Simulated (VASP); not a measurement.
Write the native input for VASP 6.6.1 that does the following.

```yaml
Task: electric field gradients
Functional: LDA
Potentials_or_basis: VASP PAW LDA potentials, release 64 (Ag)
Cutoff: 520 eV
k_mesh: 14 × 14 × 4
Occupations: fermi-dirac, width 0.08 eV
Spin: no spin polarisation
Dipole_correction: no
Further_INCAR_settings: ALGO = Normal; EDIFF = 1e-08; NBANDS = 30
```

The structure of Ag lies in POSCAR:

```
Ag
1.0
    2.9428054153      0.0000000000      0.0000000000
   -1.4714027076      2.5485442481      0.0000000000
    0.0000000000      0.0000000000     10.1961282242
Ag
4
Direct
    0.3333333333      0.6666666667      0.2500000000
    0.6666666667      0.3333333333      0.7500000000
    0.0000000000      0.0000000000      0.0000000000
    0.0000000000      0.0000000000      0.5000000000
```

This isn't the form of Ag at room conditions, which is fcc.

The input as run:

INCAR

```
SYSTEM = Ag
PREC     = Accurate       ! precision mode
ENCUT    = 520            ! plane-wave cutoff, eV
EDIFF    = 1E-8           ! SCF threshold, eV
ISMEAR   = -1             ! smearing method
SIGMA    = 0.08           ! smearing width, eV
LREAL    = .False.        ! projectors in reciprocal space
LASPH    = .True.         ! aspherical terms in the spheres
NELM     = 60             ! most SCF steps
ALGO     = Normal         ! electronic algorithm
ISIF     = 2              ! what is computed and relaxed
LWAVE    = .False.        ! write WAVECAR
LCHARG   = .False.        ! write CHGCAR
GGA      = CA             ! functional
LEFG     = .True.       
NBANDS   = 30             ! bands
```

KPOINTS

```
regular mesh
0
Gamma
  14 14 4
  0 0 0
```

Potentials or basis: VASP PAW LDA potentials, release 64 (Ag).

The run is started by

```bash
$ cat potpaw_LDA.64/Ag/POTCAR > POTCAR
$ mpirun -np 1 vasp_std > vasp.out
```

It gave:

The pressure is -14.2 GPa and the band gap on the k mesh is zero (bands 22 and 23 overlap by 5.87 eV). The largest electric field gradient by atom is Ag +9.2, +8.6 (each value once) V/Å².

Caveat: the cell stands under tension; without QUAD_EFG the Cq values of the log hold for a quadrupole moment of 1 mb, not for the nuclei.

Wall time 67 s on 1 thread of AMD EPYC 9R45 (Zen 5) (shared host), peak memory 0.22 GiB.
